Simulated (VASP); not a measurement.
A run of VASP 6.6.1:

File INCAR:

```
SYSTEM = Cr
PREC     = Accurate       ! precision mode
ENCUT    = 520            ! plane-wave cutoff, eV
EDIFF    = 1E-6           ! SCF threshold, eV
ISMEAR   = 0              ! smearing method
SIGMA    = 0.05           ! smearing width, eV
LREAL    = .FALSE.        ! projectors in reciprocal space
LASPH    = .TRUE.         ! aspherical terms in the spheres
NELM     = 150            ! most SCF steps
ALGO     = Normal         ! electronic algorithm
ISIF     = 2              ! what is computed and relaxed
LWAVE    = .FALSE.        ! write WAVECAR
LCHARG   = .TRUE.         ! write CHGCAR
ISPIN    = 2              ! spin polarisation
MAGMOM   = 1.5 1.5        ! initial moments
LORBIT   = 11             ! projections on sites
LMAXMIX  = 4              ! l up to which the mixer works
GGA      = PS             ! functional
LELF     = .TRUE.         ! ELF
LVHAR    = .TRUE.       
NBANDS   = 23             ! bands
```

Contents of KPOINTS:

```
Automatic mesh
0
G
  1 1 15
  0 0 0
```

The input POSCAR:

```
Cr
1.0
    9.0000000000      0.0000000000      0.0000000000
    0.0000000000      9.3000000000      0.0000000000
    0.0000000000      0.0000000000      4.3371957795
Cr
2
Direct
    0.5000000000      0.5000000000      0.0523302521
    0.5000000000      0.5000000000      0.4126697479
```

Potentials or basis: VASP PAW PBE potentials, release 64 (Cr_pv).

Command:

```bash
$ cat potpaw_PBE.64/Cr_pv/POTCAR > POTCAR
$ mpirun -np 1 vasp_std > vasp.out
```

Hardware: 1 thread of Intel(R) Xeon(R) Platinum 8259CL CPU @ 2.50GHz (Skylake/Cascade Lake), on a shared host.

**Question.** Estimate the wall time of this run.

**Answer.** Run time: 4 min on 1 thread of Intel(R) Xeon(R) Platinum 8259CL CPU @ 2.50GHz (Skylake/Cascade Lake), with other jobs on the host, peak memory 0.55 GiB. Counts: scf iterations 21, k points 8.
